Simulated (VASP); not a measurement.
# Si (a cell with a defect) in VASP: a series of runs

Runs on Si (a cell with a defect). Level: PBE. Tasks: relaxation of the atoms.

All numbers are computed with VASP 6.6.1; they aren't measurements. Logs are shortened: lines on timing, memory, paths and dates and some standing lists are left out, and cuts for length are marked.

## 1. The cell of the first run

The cell holds a defect, 17 atoms: a = 7.679 Å, b = 7.679 Å, c = 7.679 Å, α = 60.00°, β = 60.00°, γ = 60.00°.

## 2. Relaxation of the atoms, PBE

File INCAR:

```
SYSTEM = Si
ALGO = Normal
EDIFF = 1E-7
EDIFFG = -0.03
ENCUT = 520
GGA = PE
IBRION = 2
ISIF = 2
ISMEAR = 0
LASPH = .True.
LCHARG = .False.
LREAL = Auto
LWAVE = .False.
NELM = 60
NSW = 80
PREC = Accurate
SIGMA = 0.02
```

File KPOINTS:

```
k-points
0
Gamma
  2 2 2
  0 0 0
```

File POSCAR:

```
Si
1.0
    0.0000000000      5.4300000000      5.4300000000
    5.4300000000      0.0000000000      5.4300000000
    5.4300000000      5.4300000000      0.0000000000
Si
17
Direct
    0.0000000000      0.0000000000      0.0000000000
    0.1250000000      0.1250000000      0.1250000000
    0.0000000000      0.0000000000      0.5000000000
    0.1250000000      0.1250000000      0.6250000000
    0.0000000000      0.5000000000      0.0000000000
    0.1250000000      0.6250000000      0.1250000000
    0.0000000000      0.5000000000      0.5000000000
    0.1250000000      0.6250000000      0.6250000000
    0.5000000000      0.0000000000      0.0000000000
    0.6250000000      0.1250000000      0.1250000000
    0.5000000000      0.0000000000      0.5000000000
    0.6250000000      0.1250000000      0.6250000000
    0.5000000000      0.5000000000      0.0000000000
    0.6250000000      0.6250000000      0.1250000000
    0.5000000000      0.5000000000      0.5000000000
    0.6250000000      0.6250000000      0.6250000000
    0.3719517100      0.3786011900      0.3739693500
```

Potentials or basis: VASP PAW PBE potentials, release 64 (Si).

The run is started by

```sh
$ cat potpaw_PBE.64/Si/POTCAR > POTCAR
$ mpirun -np 1 vasp_std > vasp.out
```

OUTCAR:

```text
SYSTEM = Si
   EDIFF = 1E-7
   EDIFFG = -0.03
   ENCUT = 520
   GGA = PE
   IBRION = 2
   ISIF = 2
   ISMEAR = 0
   LASPH = .True.
   LREAL = Auto
   NELM = 60
   NSW = 80
   PREC = Accurate

 ion  position               nearest neighbor table
   1  0.000  0.000  0.000-   2 2.35   4 2.35   6 2.35  10 2.35
   2  0.125  0.125  0.125-   1 2.35   3 2.35   5 2.35   9 2.35
   3  0.000  0.000  0.500-   2 2.35   4 2.35   8 2.35  12 2.35
   4  0.125  0.125  0.625-   1 2.35   3 2.35   7 2.35  11 2.35  17 2.72
   5  0.000  0.500  0.000-   2 2.35   6 2.35   8 2.35  14 2.35
   6  0.125  0.625  0.125-   1 2.35   5 2.35   7 2.35  13 2.35  17 2.69
   7  0.000  0.500  0.500-  17 2.33   6 2.35   8 2.35  16 2.35   4 2.35
   8  0.125  0.625  0.625-   3 2.35   5 2.35   7 2.35  15 2.35  17 2.70
   9  0.500  0.000  0.000-   2 2.35  10 2.35  12 2.35  14 2.35
  10  0.625  0.125  0.125-   1 2.35   9 2.35  11 2.35  13 2.35  17 2.73
  11  0.500  0.000  0.500-   4 2.35  10 2.35  12 2.35  16 2.35  17 2.37
  12  0.625  0.125  0.625-   3 2.35   9 2.35  11 2.35  15 2.35  17 2.74
  13  0.500  0.500  0.000-  17 2.34  10 2.35  14 2.35  16 2.35   6 2.35
  14  0.625  0.625  0.125-   5 2.35   9 2.35  13 2.35  15 2.35  17 2.71
  15  0.500  0.500  0.500-   8 2.35  12 2.35  14 2.35  16 2.35  17 2.35
  16  0.625  0.625  0.625-   7 2.35  11 2.35  13 2.35  15 2.35
  17  0.372  0.379  0.374-   7 2.33  13 2.34  15 2.35  11 2.37   6 2.69   8 2.70  14 2.71   4 2.72
                            10 2.73  12 2.74

  LATTYP: Found a face centered cubic cell.
 ALAT       =    10.8600000000

  Lattice vectors:

 A1 = (   0.0000000000,   5.4300000000,   5.4300000000)
 A2 = (   5.4300000000,   0.0000000000,   5.4300000000)
 A3 = (   5.4300000000,   5.4300000000,   0.0000000000)

Analysis of symmetry for initial positions (statically):
=====================================================================
 Subroutine PRICEL returns:
 Original cell was already a primitive cell.

 Routine SETGRP: Setting up the symmetry group for a
 face centered cubic supercell.

 Subroutine GETGRP returns: Found  1 space group operations
 (whereof  1 operations were pure point group operations)
 out of a pool of 48 trial point group operations.

The static configuration has the point symmetry C_1 .

Analysis of symmetry for dynamics (positions and initial velocities):
=====================================================================
 Subroutine PRICEL returns:
 Original cell was already a primitive cell.

 Routine SETGRP: Setting up the symmetry group for a
 face centered cubic supercell.

 Subroutine GETGRP returns: Found  1 space group operations
 (whereof  1 operations were pure point group operations)
 out of a pool of 48 trial point group operations.

The dynamic configuration has the point symmetry C_1 .

 Subroutine INISYM returns: Found  1 space group operations
 (whereof  1 operations are pure point group operations),
 and found     1 'primitive' translations

----------------------------------------------------------------------------------------

                                     Primitive cell

  volume of cell :     320.2060

  direct lattice vectors                    reciprocal lattice vectors
     0.000000000  5.430000000  5.430000000    -0.092081031  0.092081031  0.092081031
     5.430000000  0.000000000  5.430000000     0.092081031 -0.092081031  0.092081031
     5.430000000  5.430000000  0.000000000     0.092081031  0.092081031 -0.092081031

  length of vectors
     7.679179644  7.679179644  7.679179644     0.159489025  0.159489025  0.159489025

  position of ions in fractional coordinates (direct lattice)
     0.000000000  0.000000000  0.000000000
     0.125000000  0.125000000  0.125000000
     0.000000000  0.000000000  0.500000000
     0.125000000  0.125000000  0.625000000
     0.000000000  0.500000000  0.000000000
     0.125000000  0.625000000  0.125000000
[... 9 lines left out ...]
     0.625000000  0.625000000  0.625000000
     0.371951710  0.378601190  0.373969350

  ion indices of the primitive-cell ions
   primitive index   ion index
                 1           1
                 2           2
                 3           3
                 4           4
                 5           5
                 6           6
[... 9 lines left out ...]
                16          16
                17          17

----------------------------------------------------------------------------------------

 KPOINTS: k-points

Automatic generation of k-mesh.
 Grid dimensions read from file:
 generate k-points for:    2    2    2

 Generating k-lattice:

  Cartesian coordinates                     Fractional coordinates (reciprocal lattice)
    -0.046040516  0.046040516  0.046040516     0.500000000  0.000000000  0.000000000
     0.046040516 -0.046040516  0.046040516     0.000000000  0.500000000  0.000000000
     0.046040516  0.046040516 -0.046040516     0.000000000  0.000000000  0.500000000

  Length of vectors
     0.079744512  0.079744512  0.079744512

  Shift w.r.t. Gamma in fractional coordinates (k-lattice)
     0.000000000  0.000000000  0.000000000

 Subroutine IBZKPT returns following result:
 ===========================================

 Found      8 irreducible k-points:

 Following reciprocal coordinates:
            Coordinates               Weight
  0.000000  0.000000  0.000000      1.000000
  0.500000  0.000000  0.000000      1.000000
  0.000000  0.500000  0.000000      1.000000
  0.000000  0.000000  0.500000      1.000000
  0.500000  0.500000  0.500000      1.000000
  0.500000  0.500000  0.000000      1.000000
  0.000000  0.500000  0.500000      1.000000
  0.500000  0.000000  0.500000      1.000000
   k-points           NKPTS =      8   k-points in BZ     NKDIM =      8   number of bands    NBANDS=     43
   number of dos      NEDOS =    301   number of ions     NIONS =     17
   total plane-waves  NPLWV = 216000
   dimension x,y,z NGX =    60 NGY =   60 NGZ =   60
   dimension x,y,z NGXF=   120 NGYF=  120 NGZF=  120
   ions per type =              17
   NGX,Y,Z   is equivalent  to a cutoff of  12.99, 12.99, 12.99 a.u.
   NGXF,Y,Z  is equivalent  to a cutoff of  25.98, 25.98, 25.98 a.u.
 SYSTEM =  Si
   PREC   = accura    normal or accurate (medium, high low for compatibility)
   ISTART =      0    job   : 0-new  1-cont  2-samecut
   ICHARG =      2    charge: 1-file 2-atom 10-const
   ISPIN  =      1    spin polarized calculation?
   LNONCOLLINEAR =      F non collinear calculations
   LSORBIT =      F    spin-orbit coupling
   LASPH  =      T    aspherical Exc in radial PAW
   ENCUT  =  520.0 eV  38.22 Ry    6.18 a.u.  14.28 14.28 14.28*2*pi/ulx,y,z
   NELM   =     60;   NELMIN=  2; NELMDL= -5     # of ELM steps
   EDIFF  = 0.1E-06   stopping-criterion for ELM
   LREAL  =      T    real-space projection
   EDIFFG = -.3E-01   stopping-criterion for IOM
   NSW    =     80    number of steps for IOM
   IBRION =      2    ionic relax: 0-MD 1-quasi-New 2-CG
   NFREE  =      1    steps in history (QN), initial steepest desc. (CG)
   ISIF   =      2    stress and relaxation
   ISYM   =      2    0-nonsym 1-usesym 2-fastsym
   POTIM  = 0.5000    time-step for ionic-motion
   TEBEG  =    0.0;   TEEND  =   0.0 temperature during run
   PSTRESS=    0.0 pullay stress
   NELECT =      68.0000    total number of electrons
   NUPDOWN=      -1.0000    fix difference up-down
   EMIN   =  10.00;   EMAX   =-10.00  energy-range for DOS
   EFERMI =   0.00;   METHOD = LEGACY
   ISMEAR =     0;   SIGMA  =   0.02  broadening in eV -4-tet -1-fermi 0-gaus
   EFERMI_NEDOS =   21; number of points for ismear=-14 and -15
   IALGO  =     38    algorithm
   IMIX   =      4    mixing-type and parameters
     AMIX     =   0.40;   BMIX     =  1.00
     AMIX_MAG =   1.60;   BMIX_MAG =  1.00
  volume/ion in A,a.u.               =      18.84       127.11
  Fermi-wavevector in a.u.,A,eV,Ry     =   0.976715  1.845724 12.979587  0.953973
  Thomas-Fermi vector in A             =   2.107356
   LORBIT       =      0    0 simple, 1 ext, 2 COOP (PROOUT), +10 PAW based schemes
   GGA     = PE    functional components
   LHFCALC =     F    Hartree Fock is set to
   AEXX    =    0.0000 exact exchange contribution
   IVDW    =     0    specifies the selected vdW correction
   LEPSILON=     F    determine dielectric tensor
   LRPA    =     F    only Hartree local field effects (RPA)
 conjugate gradient relaxation of ions
 non-spin polarized calculation
 Gauss-broadening in eV      SIGMA  =   0.02
  energy-cutoff  :      520.00
  volume of cell :      320.21
 maximum number of plane-waves:      8646
 NGX is ok and might be reduce to    60
   NGX = 29   NGY = 29   NGZ = 29

--------------------------------------- Ionic step        1  -------------------------------------------

 number of electron      68.0000003 magnetization

 Free energy of the ion-electron system (eV)
  ---------------------------------------------------
  ext. energy  EPLUGINS =         0.00000000
  ---------------------------------------------------
  free energy    TOTEN  =       -87.86826079 eV

  energy without entropy =      -87.86440459  energy(sigma->0) =      -87.86633269

------------------------ aborting loop because EDIFF is reached ----------------------------------------

  FORCE on cell =-STRESS in cart. coord.  units (eV):
  Direction    XX          YY          ZZ          XY          YZ          ZX
  --------------------------------------------------------------------------------------
  -------------------------------------------------------------------------------------
  Total       11.6409516     11.6513340     11.6365667      0.0334086      0.1775170     -0.2827714
  in kB       58.2464662     58.2984153     58.2245258      0.1671627      0.8882212     -1.4148703
  external PRESSURE =      58.2564691 kB  Pullay stress =       0.0000000 kB

 VOLUME and BASIS-vectors are now :
 -----------------------------------------------------------------------------
  energy-cutoff  :      520.00
  volume of cell :      320.21
      direct lattice vectors                 reciprocal lattice vectors
     0.000000000  5.430000000  5.430000000    -0.092081031  0.092081031  0.092081031
     5.430000000  0.000000000  5.430000000     0.092081031 -0.092081031  0.092081031
     5.430000000  5.430000000  0.000000000     0.092081031  0.092081031 -0.092081031
[... 222 lines left out ...]
      6.79154      6.78104      6.78818        -0.023181      0.037990     -0.001068
      4.07860      4.06289      4.07382        -0.025446      0.040384     -0.003754
 -----------------------------------------------------------------------------------
    total drift:                               -0.004803      0.008422     -0.002109

  FREE ENERGIE OF THE ION-ELECTRON SYSTEM (eV)
  ---------------------------------------------------
  free  energy   TOTEN  =       -87.9898856324 eV

  energy  without entropy=      -87.9860291091  energy(sigma->0) =      -87.98795737

--------------------------------------- Ionic step        6  -------------------------------------------

 number of electron      68.0000001 magnetization

 Free energy of the ion-electron system (eV)
  ---------------------------------------------------
  ext. energy  EPLUGINS =         0.00000000
  ---------------------------------------------------
  free energy    TOTEN  =       -87.99014344 eV

  energy without entropy =      -87.98628689  energy(sigma->0) =      -87.98821517

 E-fermi :   6.9201     XC(G=0):  -9.6742

 val. band max:        6.6769651436   @ k =   0.0000   0.0000   0.0000
 cond. band min:       6.9261755798   @ k =   0.5000   0.5000   0.0000
 fundamental gap:      0.2492104362
 Fermi energy:         6.9201172409

 k-point     1 :       0.0000    0.0000    0.0000
  band No.  band energies     occupation
      1      -6.3191      2.00000
      2      -3.7739      2.00000
      3      -3.6286      2.00000
      4      -3.6282      2.00000
      5      -3.6276      2.00000
      6      -2.8068      2.00000
[... 383 lines left out ...]
      2.71056      2.70972      0.00486        -0.001547      0.001123     -0.000192
      4.07292      4.07199      1.32492         0.006765     -0.006247      0.002847
      2.70984      0.00496      2.70962         0.002899     -0.002429      0.003260
      4.07274      1.32417      4.07245         0.001138      0.005504     -0.002491
[... 9 lines left out ...]
      6.79068      6.78247      6.78817        -0.001017      0.001477     -0.000552
      4.07710      4.06526      4.07354        -0.007585      0.011609     -0.002290
 -----------------------------------------------------------------------------------
    total drift:                               -0.003877      0.009986     -0.001023

  FREE ENERGIE OF THE ION-ELECTRON SYSTEM (eV)
  ---------------------------------------------------
  free  energy   TOTEN  =       -87.9901434419 eV

  energy  without entropy=      -87.9862868919  energy(sigma->0) =      -87.98821517

 reached required accuracy - stopping structural energy minimisation
```

Wall time 8.4 min (1 thread of Intel Xeon Platinum 8559C (Emerald Rapids), shared host); peak memory 0.53 GiB.

Results:

```yaml
Free_energy: -87.9901 eV
Energy_gained_by_relaxing: 7.2 meV/atom
Ionic_steps: 6
Pressure_after_relaxing: 5.3 GPa
Largest_force_after_relaxing: 0.014 eV/Å
Band_gap_on_the_k_mesh: zero (bands 34 and 35 overlap by 0.25 eV)
```

Forces on the atoms (eV/Å):
```
Si  -0.002  0.000 -0.001
Si   0.000  0.001  0.000
Si  -0.002  0.001  0.000
Si   0.007 -0.006  0.003
Si   0.003 -0.002  0.003
Si   0.001  0.006 -0.002
Si  -0.001 -0.001  0.005
Si  -0.004 -0.002 -0.004
Si   0.001 -0.001 -0.003
Si   0.003 -0.004  0.005
Si  -0.007  0.005 -0.009
Si   0.003 -0.003  0.003
Si   0.003 -0.006  0.001
Si  -0.003  0.000 -0.004
Si   0.008 -0.001  0.005
Si  -0.001  0.001 -0.001
Si  -0.008  0.012 -0.002
```

Step by step:
```
step  energy change (eV)  largest force (eV/Å)  pressure (GPa)
   1              0.0000                0.9847            5.83
   2             -0.1189                0.1116            5.36
   3             -0.1195                0.1164            5.33
   4             -0.1214                0.0426            5.34
   5             -0.1216                0.0592            5.35
   6             -0.1219                0.0141            5.35
```

Final structure:
```cif
data_structure
_symmetry_space_group_name_H-M 'P 1'
_symmetry_Int_Tables_number 1
_cell_length_a 7.6792
_cell_length_b 7.6792
_cell_length_c 7.6792
_cell_angle_alpha 60.000
_cell_angle_beta 60.000
_cell_angle_gamma 60.000
_cell_volume 320.21
loop_
_atom_site_label
_atom_site_type_symbol
_atom_site_fract_x
_atom_site_fract_y
_atom_site_fract_z
_atom_site_occupancy
Si1 Si 0.00039 0.00055 0.00043 1
Si2 Si 0.12502 0.12497 0.12501 1
Si3 Si 0.00037 0.00052 0.49866 1
Si4 Si 0.12191 0.12209 0.62799 1
Si5 Si 0.00044 0.49857 0.00048 1
Si6 Si 0.12190 0.62809 0.12196 1
Si7 Si 0.99287 0.50233 0.50241 1
Si8 Si 0.12191 0.62807 0.62802 1
Si9 Si 0.49870 0.00050 0.00038 1
Si10 Si 0.62796 0.12208 0.12197 1
Si11 Si 0.50186 0.99447 0.50184 1
Si12 Si 0.62794 0.12208 0.62796 1
Si13 Si 0.50226 0.50217 0.99337 1
Si14 Si 0.62798 0.62806 0.12196 1
Si15 Si 0.50212 0.50205 0.50210 1
Si16 Si 0.62431 0.62582 0.62477 1
Si17 Si 0.37401 0.37619 0.37466 1
```

Caveat: the k points lie up to 0.50 Å⁻¹ apart.

## 3. Relaxation of the atoms, PBE

File INCAR:

```
ALGO = Normal ; EDIFF = 1E-6
EDIFFG = -0.03 ; ENCUT = 520
GGA = PE ; IBRION = 2
ISIF = 2 ; ISMEAR = 0
LASPH = T ; LCHARG = F
LREAL = Auto ; LWAVE = F
NELM = 80 ; NSW = 80
PREC = Accurate ; SIGMA = 0.02
```

File KPOINTS:

```
k-points
0
Gamma
  2 2 2
```

Edit POSCAR of step 2 so:

```diff
@@ -24,2 +24,2 @@
     0.6250000000      0.6250000000      0.6250000000
-    0.3719517100      0.3786011900      0.3739693500
+    0.2419622000      0.2577167000      0.7463487000
```

Potentials or basis: VASP PAW PBE potentials, release 64 (Si).

The run is started by

```sh
$ cat potpaw_PBE.64/Si/POTCAR > POTCAR
$ mpirun -np 1 vasp_std > vasp.out
```

Run time: 11 min. Hardware: 1 thread of Oxide Virtual Turin-like, shared host; peak memory 0.49 GiB.

Results (log left out):

```
Free energy                  : -87.9896 eV
Energy gained by relaxing    : 8.2 meV/atom
Ionic steps                  : 7
Pressure after relaxing      : 5.3 GPa
Largest force after relaxing : 0.027 eV/Å
Band gap on the k mesh       : zero (bands 34 and 35 overlap by 0.25 eV)
```

Forces on the atoms (eV/Å):
```
Si  -0.011 -0.003  0.009
Si   0.019  0.002 -0.016
Si  -0.003  0.011  0.003
Si   0.002 -0.015 -0.004
Si  -0.009 -0.007  0.013
Si   0.006 -0.002 -0.007
Si   0.002  0.011  0.004
Si  -0.002 -0.006 -0.007
Si   0.003 -0.006 -0.005
Si   0.004 -0.001  0.006
Si   0.007 -0.008 -0.015
Si  -0.016  0.009  0.020
Si  -0.001  0.003 -0.001
Si  -0.005  0.003 -0.001
Si   0.017 -0.013 -0.009
Si  -0.005  0.001  0.006
Si  -0.007  0.022  0.003
```

The path:
```tsv
step	energy change (eV)	largest force (eV/Å)	pressure (GPa)
1	0.0000	1.2026	5.84
2	-0.1340	0.1857	5.35
3	-0.1343	0.1937	5.34
4	-0.1383	0.0938	5.33
5	-0.1384	0.0980	5.33
6	-0.1394	0.0482	5.34
7	-0.1395	0.0270	5.34
```

Final structure:
```xyz
17
Lattice="0.0000 5.4300 5.4300 5.4300 0.0000 5.4300 5.4300 5.4300 0.0000" Properties=species:S:1:pos:R:3 pbc="T T T"
Si    5.4297    5.4290   10.8266
Si    1.3769    1.3775    1.3380
Si    2.7204    8.1295    5.4294
Si    4.0459    4.0467    1.3312
Si    2.7487    5.4287    8.1457
Si    4.0668    1.3623    4.0785
Si    5.4305    8.1102    8.1453
Si    6.8171    4.0434    4.1024
Si    5.4304    2.7467    8.1448
Si    1.3617    4.0675    4.0762
Si    8.1123    5.4288    8.1444
Si    4.0568    6.8034    4.0882
Si    2.7148    2.7157    5.4301
Si    4.0687    4.0670    6.7831
Si    5.4311    5.4285    5.4632
Si    6.7933    6.7917    6.7820
Si    5.4371    5.4098    2.7140
```

Levels at points of the mesh, in eV from the Fermi level:
| k point | band 32 | band 33 | band 34 | band 35 | band 36 | band 37 |
| --- | --- | --- | --- | --- | --- | --- |
| (0.00, 0.00, 0.00) | -0.83 | -0.83 | -0.26 | -0.25 | -0.24 | 0.08 |
| (0.50, 0.00, 0.00) | -1.44 | -1.44 | -0.35 | 0.52 | 0.53 | 0.89 |
| (0.00, 0.50, 0.00) | -1.44 | -1.44 | -0.35 | 0.52 | 0.54 | 0.88 |
| (0.00, 0.00, 0.50) | -1.44 | -1.44 | -0.35 | 0.52 | 0.54 | 0.89 |
| (0.50, 0.50, 0.50) | -1.44 | -1.44 | -0.35 | 0.52 | 0.54 | 0.89 |
| (0.50, 0.50, 0.00) | -1.90 | -1.00 | 0.01 | 0.71 | 1.02 | 1.02 |
| (0.00, 0.50, 0.50) | -1.90 | -1.00 | 0.01 | 0.71 | 1.01 | 1.02 |
| (0.50, 0.00, 0.50) | -1.90 | -1.00 | 0.01 | 0.71 | 1.01 | 1.02 |

Caveat: the k points lie up to 0.50 Å⁻¹ apart.
